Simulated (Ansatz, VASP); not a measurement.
**One calculation of RbCl, two programs**

File INCAR:

```
SYSTEM = RbCl
PREC     = Accurate       ! precision mode
ENCUT    = 500            ! plane-wave cutoff, eV
EDIFF    = 1E-6           ! SCF threshold, eV
ISMEAR   = 0              ! smearing method
SIGMA    = 0.02           ! smearing width, eV
LREAL    = .FALSE.        ! projectors in reciprocal space
LASPH    = .TRUE.         ! aspherical terms in the spheres
NELM     = 120            ! most SCF steps
ALGO     = Normal         ! electronic algorithm
ISIF     = 2              ! what is computed and relaxed
LWAVE    = .FALSE.        ! write WAVECAR
LCHARG   = .TRUE.         ! write CHGCAR
GGA      = PE             ! functional
LELF     = .TRUE.         ! ELF
LVHAR    = .TRUE.       
NBANDS   = 15             ! bands
GGA_COMPAT= .FALSE.
```

Contents of KPOINTS:

```
Automatic mesh
0
G
  6 6 6
  0 0 0
```

Contents of POSCAR:

```
RbCl
1.0
    0.0000000000      3.1938793016      3.1938793016
    3.1938793016      0.0000000000      3.1938793016
    3.1938793016      3.1938793016      0.0000000000
Rb Cl
1 1
Direct
    0.0000000000      0.0000000000      0.0000000000
    0.5000000000      0.5000000000      0.5000000000
```

Input for Ansatz:

```yaml
crystal:
  lattice:
    - [0.0, 3.1938793016, 3.1938793016]
    - [3.1938793016, 0.0, 3.1938793016]
    - [3.1938793016, 3.1938793016, 0.0]
  atoms:
    - { symbol: Rb, position: [0.0, 0.0, 0.0] }
    - { symbol: Cl, position: [0.5, 0.5, 0.5] }
basis:
  ecutwfc: 420
kpoints:
  mp_grid: { grid: [6, 6, 6] }
hamiltonian:
  xc: pbe
scf:
  occupations: { method: gaussian, width: 0.02 }
output:
  forces: true
  stress: true
  eigenvalues: true
```

Alike in both runs: task single point; functional PBE; k mesh 6 × 6 × 6; occupations gaussian, width 0.02 eV; no spin polarisation.

```csv
,VASP,Ansatz
version,VASP 6.6.1,Ansatz 0.2.0
potentials or method,"VASP PAW PBE potentials, release 64 (Rb_sv, Cl), cutoff 500 eV","scalar-relativistic, plane waves, PAW"
valence electrons in the cell,16,16
```

|  | VASP | Ansatz | Ansatz less VASP |
| --- | --- | --- | --- |
| gap on the k mesh at the Fermi level (eV) | 5.30 | 5.30 | +0.005 |
| least direct gap on the mesh (eV) | 5.30 | 5.30 | +0.005 |
| pressure (GPa) | 2.9 | 2.9 | -0.01 |
